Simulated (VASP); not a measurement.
# CdF2 (Fm-3m) in VASP: a series of runs, part 2 of 2

VASP 6.6.1. The steps go on from the part before.

### 3 Single point, PBE (strain -0.015 along x and y, -0.015 along z)

INCAR

```
PREC     = Accurate       # precision mode
ENCUT    = 520            # plane-wave cutoff, eV
EDIFF    = 1E-7           # SCF threshold, eV
ISMEAR   = 0              # smearing method
SIGMA    = 0.05           # smearing width, eV
LREAL    = False          # projectors in reciprocal space
LASPH    = True           # aspherical terms in the spheres
NELM     = 80             # most SCF steps
ALGO     = Normal         # electronic algorithm
ISIF     = 2              # what is computed and relaxed
LWAVE    = False          # write WAVECAR
LCHARG   = False          # write CHGCAR
GGA      = PE             # functional
NBANDS   = 20             # bands
```

KPOINTS

```
regular mesh
0
Gamma
  8 8 8
```

POSCAR

```
CdF2
1.0
    0.0000000000      2.6535900000      2.6535900000
    2.6535900000      0.0000000000      2.6535900000
    2.6535900000      2.6535900000      0.0000000000
Cd F
1 2
Direct
    0.0000000000      0.0000000000      0.0000000000
    0.2500000000      0.2500000000      0.2500000000
    0.7500000000      0.7500000000      0.7500000000
```

Potentials or basis: VASP PAW PBE potentials, release 64 (Cd, F).

Started as:

```sh
> cat potpaw_PBE.64/Cd/POTCAR potpaw_PBE.64/F/POTCAR > POTCAR
> mpirun -np 1 vasp_std > vasp.out
```

OUTCAR:

```text
PREC = Accurate
   ENCUT = 520
   EDIFF = 1E-7
   ISMEAR = 0
   LREAL = False
   LASPH = True
   NELM = 80
   ISIF = 2
   GGA = PE

 ion  position               nearest neighbor table
   1  0.000  0.000  0.000-   3 2.30   3 2.30   3 2.30   2 2.30   3 2.30   2 2.30   2 2.30   2 2.30

   2  0.250  0.250  0.250-   1 2.30   1 2.30   1 2.30   1 2.30
   3  0.750  0.750  0.750-   1 2.30   1 2.30   1 2.30   1 2.30

  LATTYP: Found a face centered cubic cell.
 ALAT       =     5.3071800000

  Lattice vectors:

 A1 = (   0.0000000000,   2.6535900000,   2.6535900000)
 A2 = (   2.6535900000,   0.0000000000,   2.6535900000)
 A3 = (   2.6535900000,   2.6535900000,   0.0000000000)

Analysis of symmetry for initial positions (statically):
=====================================================================
 Subroutine PRICEL returns:
 Original cell was already a primitive cell.

 Routine SETGRP: Setting up the symmetry group for a
 face centered cubic supercell.

 Subroutine GETGRP returns: Found 48 space group operations
 (whereof 48 operations were pure point group operations)
 out of a pool of 48 trial point group operations.
[... 162 lines left out ...]

  energy without entropy =      -10.75628436  energy(sigma->0) =      -10.75628436

 E-fermi :  -0.6260     XC(G=0): -10.6614

 val. band max:       -0.9547146561   @ k =  -0.2500   0.5000   0.2500
 cond. band min:       2.2751555034   @ k =   0.0000   0.0000   0.0000
 fundamental gap:      3.2298701595
 Fermi energy:        -0.6259602997

 k-point     1 :       0.0000    0.0000    0.0000
  band No.  band energies     occupation
      1     -22.0266      2.00000
      2     -20.7866      2.00000
      3      -6.7304      2.00000
      4      -6.7304      2.00000
      5      -6.7304      2.00000
      6      -5.3134      2.00000
[... 541 lines left out ...]
     19      18.0863      0.00000
     20      21.6919      0.00000

 [... further k-points ...]

------------------------ aborting loop because EDIFF is reached ----------------------------------------

  FORCE on cell =-STRESS in cart. coord.  units (eV):
  Direction    XX          YY          ZZ          XY          YZ          ZX
  --------------------------------------------------------------------------------------
  -------------------------------------------------------------------------------------
  Total        2.8958384      2.8958384      2.8958384     -0.0000000     -0.0000000      0.0000000
  in kB      124.1519197    124.1519197    124.1519197     -0.0000000     -0.0000000      0.0000000
  external PRESSURE =     124.1519197 kB  Pullay stress =       0.0000000 kB

 VOLUME and BASIS-vectors are now :
 -----------------------------------------------------------------------------
  energy-cutoff  :      520.00
  volume of cell :       37.37
      direct lattice vectors                 reciprocal lattice vectors
     0.000000000  2.653590000  2.653590000    -0.188423984  0.188423984  0.188423984
     2.653590000  0.000000000  2.653590000     0.188423984 -0.188423984  0.188423984
     2.653590000  2.653590000  0.000000000     0.188423984  0.188423984 -0.188423984

 POSITION                                       TOTAL-FORCE (eV/Angst)
 -----------------------------------------------------------------------------------
      0.00000      0.00000      0.00000        -0.000000     -0.000000     -0.000000
      1.32679      1.32679      1.32679        -0.000000     -0.000000      0.000000
      3.98039      3.98039      3.98039         0.000000      0.000000      0.000000
 -----------------------------------------------------------------------------------
    total drift:                                0.000000      0.000000      0.000000

  FREE ENERGIE OF THE ION-ELECTRON SYSTEM (eV)
  ---------------------------------------------------
  free  energy   TOTEN  =       -10.7562843620 eV

  energy  without entropy=      -10.7562843620  energy(sigma->0) =      -10.75628436
```

OSZICAR:

```text
N       E                     dE             d eps       ncg     rms          rms(c)
DAV:   1     0.202291821113E+03    0.20229E+03   -0.15613E+04  1192   0.133E+03
DAV:   2    -0.396124099055E+01   -0.20625E+03   -0.19837E+03  1268   0.351E+02
DAV:   3    -0.123730443264E+02   -0.84118E+01   -0.83925E+01  1336   0.771E+01
DAV:   4    -0.124086603622E+02   -0.35616E-01   -0.35615E-01  1268   0.512E+00
DAV:   5    -0.124087902357E+02   -0.12987E-03   -0.12987E-03  1312   0.276E-01    0.110E+01
DAV:   6    -0.107234064972E+02    0.16854E+01   -0.38077E+00  1460   0.359E+01    0.806E+00
DAV:   7    -0.107680580408E+02   -0.44652E-01   -0.85171E-01  1196   0.840E+00    0.460E+00
DAV:   8    -0.107631571258E+02    0.49009E-02   -0.11705E-01  1196   0.339E+00    0.669E-01
DAV:   9    -0.107555979029E+02    0.75592E-02   -0.29011E-02  1412   0.230E+00    0.828E-02
DAV:  10    -0.107561733512E+02   -0.57545E-03   -0.27248E-03  1192   0.547E-01    0.115E-01
DAV:  11    -0.107562665130E+02   -0.93162E-04   -0.89603E-05  1256   0.863E-02    0.320E-02
DAV:  12    -0.107562828345E+02   -0.16321E-04   -0.20007E-05  1192   0.457E-02    0.181E-02
DAV:  13    -0.107562845384E+02   -0.17039E-05   -0.67024E-06  1252   0.211E-02    0.285E-03
DAV:  14    -0.107562843303E+02    0.20803E-06   -0.55666E-07  1252   0.857E-03    0.624E-04
DAV:  15    -0.107562843620E+02   -0.31605E-07   -0.54053E-08   968   0.242E-03
   1 F= -.10756284E+02 E0= -.10756284E+02  d E =-.554576E-22
```

Run time: 30 s. Hardware: 1 thread of Intel Xeon 8259CL, shared host; peak memory 0.17 GiB.

What came out:

```yaml
Free_energy: -10.7563 eV
Pressure: 12.4 GPa
Band_gap_on_the_k_mesh: 3.23 eV (least direct gap 3.67 eV)
```

Caveat: the cell differs from its parent crystal (strain -0.015 along x and y, -0.015 along z); the cell stands under pressure.

### 4 Single point, PBE (strain +0.015 along x and y, +0.015 along z)

INCAR

```
SYSTEM = CdF2
  ALGO = Normal
  EDIFF = 1E-6
  ENCUT = 520
  GGA = PE
  ISIF = 2
  ISMEAR = 0
  LASPH = .True.
  LCHARG = .False.
  LREAL = .False.
  LWAVE = .False.
  NBANDS = 20
  NELM = 80
  PREC = Accurate
  SIGMA = 0.05
```

KPOINTS

```
k-points
0
Gamma
  8 8 8
  0 0 0
```

POSCAR

```
CdF2
1.0
    0.0000000000      2.7344100000      2.7344100000
    2.7344100000      0.0000000000      2.7344100000
    2.7344100000      2.7344100000      0.0000000000
Cd F
1 2
Direct
    0.0000000000      0.0000000000      0.0000000000
    0.2500000000      0.2500000000      0.2500000000
    0.7500000000      0.7500000000      0.7500000000
```

Started as:

```sh
> cat potpaw_PBE.64/Cd/POTCAR potpaw_PBE.64/F/POTCAR > POTCAR
> mpirun -np 1 vasp_std > vasp.out
```

It took 37 s on 1 thread of Intel Xeon 8259CL, shared host; peak memory 0.17 GiB.

The run converged. Its results:

```yaml
Free_energy: -10.9032 eV
Pressure: 1.2 GPa
Band_gap_on_the_k_mesh: 2.91 eV (least direct gap 3.46 eV)
```

Levels at points of the mesh, in eV from the valence-band top:
| k point | band 10 | band 11 | band 12 | band 13 | band 14 | band 15 | band 16 | band 17 |
| --- | --- | --- | --- | --- | --- | --- | --- | --- |
| (0.00, 0.00, 0.00) | -0.86 | -0.55 | -0.55 | -0.55 | 2.91 | 12.48 | 12.48 | 12.48 |
| (0.50, 0.00, 0.00) | -1.68 | -1.68 | -0.42 | -0.42 | 6.84 | 9.01 | 14.11 | 14.11 |
| (0.50, 0.50, 0.00) | -2.73 | -0.42 | -0.08 | -0.08 | 7.64 | 9.41 | 11.83 | 13.88 |

Caveat: the cell differs from its parent crystal (strain +0.015 along x and y, +0.015 along z).

### 5 Single point, PBE (strain +0.030 along x and y, +0.030 along z)

INCAR

```
PREC     = Accurate       # precision mode
ENCUT    = 520            # plane-wave cutoff, eV
EDIFF    = 1E-7           # SCF threshold, eV
ISMEAR   = 0              # smearing method
SIGMA    = 0.05           # smearing width, eV
LREAL    = False          # projectors in reciprocal space
LASPH    = True           # aspherical terms in the spheres
NELM     = 80             # most SCF steps
ALGO     = Normal         # electronic algorithm
ISIF     = 2              # what is computed and relaxed
LWAVE    = False          # write WAVECAR
LCHARG   = False          # write CHGCAR
GGA      = PE             # functional
NBANDS   = 20             # bands
```

KPOINTS

```
Automatic mesh
0
Gamma
  8 8 8
```

POSCAR

```
CdF2
1.0
    0.0000000000      2.7748200000      2.7748200000
    2.7748200000      0.0000000000      2.7748200000
    2.7748200000      2.7748200000      0.0000000000
Cd F
1 2
Direct
    0.0000000000      0.0000000000      0.0000000000
    0.2500000000      0.2500000000      0.2500000000
    0.7500000000      0.7500000000      0.7500000000
```

Potentials or basis: VASP PAW PBE potentials, release 64 (Cd, F).

Started as:

```sh
> cat potpaw_PBE.64/Cd/POTCAR potpaw_PBE.64/F/POTCAR > POTCAR
> mpirun -np 1 vasp_std > vasp.out
```

OUTCAR:

```text
PREC = Accurate
   ENCUT = 520
   EDIFF = 1E-7
   ISMEAR = 0
   LREAL = False
   LASPH = True
   NELM = 80
   ISIF = 2
   GGA = PE

 ion  position               nearest neighbor table
   1  0.000  0.000  0.000-   3 2.40   3 2.40   3 2.40   2 2.40   3 2.40   2 2.40   2 2.40   2 2.40

   2  0.250  0.250  0.250-   1 2.40   1 2.40   1 2.40   1 2.40
   3  0.750  0.750  0.750-   1 2.40   1 2.40   1 2.40   1 2.40

  LATTYP: Found a face centered cubic cell.
 ALAT       =     5.5496400000

  Lattice vectors:
[... 744 lines left out ...]

  FORCE on cell =-STRESS in cart. coord.  units (eV):
  Direction    XX          YY          ZZ          XY          YZ          ZX
  --------------------------------------------------------------------------------------
  -------------------------------------------------------------------------------------
  Total       -0.7389186     -0.7389186     -0.7389186     -0.0000000      0.0000000      0.0000000
  in kB      -27.7059315    -27.7059315    -27.7059315     -0.0000000      0.0000000      0.0000000
  external PRESSURE =     -27.7059315 kB  Pullay stress =       0.0000000 kB

 VOLUME and BASIS-vectors are now :
 -----------------------------------------------------------------------------
  energy-cutoff  :      520.00
  volume of cell :       42.73
      direct lattice vectors                 reciprocal lattice vectors
     0.000000000  2.774820000  2.774820000    -0.180191868  0.180191868  0.180191868
     2.774820000  0.000000000  2.774820000     0.180191868 -0.180191868  0.180191868
     2.774820000  2.774820000  0.000000000     0.180191868  0.180191868 -0.180191868

 POSITION                                       TOTAL-FORCE (eV/Angst)
 -----------------------------------------------------------------------------------
      0.00000      0.00000      0.00000        -0.000000      0.000000     -0.000000
      1.38741      1.38741      1.38741         0.000000      0.000000      0.000000
      4.16223      4.16223      4.16223        -0.000000     -0.000000     -0.000000
 -----------------------------------------------------------------------------------
    total drift:                                0.000000     -0.000000      0.000000

  FREE ENERGIE OF THE ION-ELECTRON SYSTEM (eV)
  ---------------------------------------------------
  free  energy   TOTEN  =       -10.8967931445 eV

  energy  without entropy=      -10.8967931445  energy(sigma->0) =      -10.89679314
```

Run time: 35 s. Hardware: 1 thread of Intel Xeon 8259CL, shared host; peak memory 0.18 GiB.

What came out:

| Property | Result |
| --- | --- |
| Free energy | -10.8968 eV |
| Pressure | -2.8 GPa |
| Band gap on the k mesh | 2.76 eV (least direct gap 3.35 eV) |

Levels at points of the mesh, in eV from the valence-band top:
| k point | band 10 | band 11 | band 12 | band 13 | band 14 | band 15 | band 16 | band 17 |
| --- | --- | --- | --- | --- | --- | --- | --- | --- |
| (0.00, 0.00, 0.00) | -0.77 | -0.59 | -0.59 | -0.59 | 2.76 | 12.26 | 12.26 | 12.26 |
| (0.50, 0.00, 0.00) | -1.53 | -1.53 | -0.44 | -0.44 | 6.51 | 8.85 | 13.72 | 13.72 |
| (0.50, 0.50, 0.00) | -2.52 | -0.35 | -0.08 | -0.08 | 7.28 | 9.17 | 11.72 | 13.49 |

Caveat: the cell differs from its parent crystal (strain +0.030 along x and y, +0.030 along z).

### 6 The runs side by side

```tsv
cell	gap on the mesh (eV)	pressure (GPa)
a = 3.696 Å, angles 60.0°, 3 atoms	3.40	20.2
a = 3.753 Å, angles 60.0°, 3 atoms	3.23	12.4
a = 3.867 Å, angles 60.0°, 3 atoms	2.91	1.2
a = 3.924 Å, angles 60.0°, 3 atoms	2.76	-2.8
```

Alike in all rows: task single point; level PBE; potentials or basis VASP PAW PBE potentials, release 64 (Cd, F); no spin polarisation; k mesh 8 × 8 × 8; cutoff (eV) 520; smearing gaussian 0.05 eV.

Caveats: the cell stands under pressure (at least some runs).

Absolute energies hang on the potentials; compare differences alone.
